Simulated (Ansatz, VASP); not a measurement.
Be in VASP and in Ansatz

The input INCAR:

```
SYSTEM = Be
ALGO = Fast ; EDIFF = 1E-6
EDIFFG = -0.01 ; ENCUT = 600
GGA = PE ; IBRION = 2
ISIF = 3 ; ISMEAR = 0
LASPH = .TRUE. ; LCHARG = .FALSE.
LREAL = .FALSE. ; LWAVE = .FALSE.
NELM = 80 ; NSW = 100
PREC = Accurate ; SIGMA = 0.1
```

File KPOINTS:

```
k-points
0
G
  30 30 22
  0 0 0
```

The input POSCAR:

```
Be
1.0
    2.1443088465      0.0000000000      0.0000000000
   -1.0721544233      1.8570259347      0.0000000000
    0.0000000000      0.0000000000      2.4505301847
Be
1
Direct
    0.0000000000      0.0000000000      0.0000000000
```

Input for Ansatz:

```yaml
crystal:
  lattice:
    - [2.1443088465, 0.0, 0.0]
    - [-1.0721544233, 1.8570259347, 0.0]
    - [0.0, 0.0, 2.4505301847]
  atoms:
    - { symbol: Be, position: [0.0, 0.0, 0.0] }
basis:
  ecutwfc: 420
kpoints:
  mp_grid: { grid: [30, 30, 22] }
hamiltonian:
  xc: pbe
scf:
  occupations: { method: gaussian, width: 0.1 }
output:
  forces: true
  stress: true
  eigenvalues: true
relax:
  adjacent_minimum: "off"
  f_tol: 0.01
  max_steps: 80
  cell: { stress_tol: 0.05 }
```

Alike in both runs: task relaxation of cell and atoms; functional PBE; k mesh 30 × 30 × 22; occupations gaussian, width 0.1 eV; no spin polarisation.

|  | VASP | Ansatz |
| --- | --- | --- |
| version | VASP 6.6.1 | Ansatz 0.2.0 |
| potentials or method | VASP PAW PBE potentials, release 64 (Be), cutoff 600 eV | scalar-relativistic, plane waves, PAW |
| valence electrons in the cell | 2 | 2 |

```tsv
	VASP	Ansatz	Ansatz less VASP
gap on the k mesh at the Fermi level, each at its own relaxed structure (eV)	none	none	-
relaxed volume (Å³/atom)	9.79	9.77	-0.012
relaxed cell length with the largest relative difference (Å)	2.145	2.144	-0.0014
```

A gap of «none» marks a metal or a gap that the smearing closes.
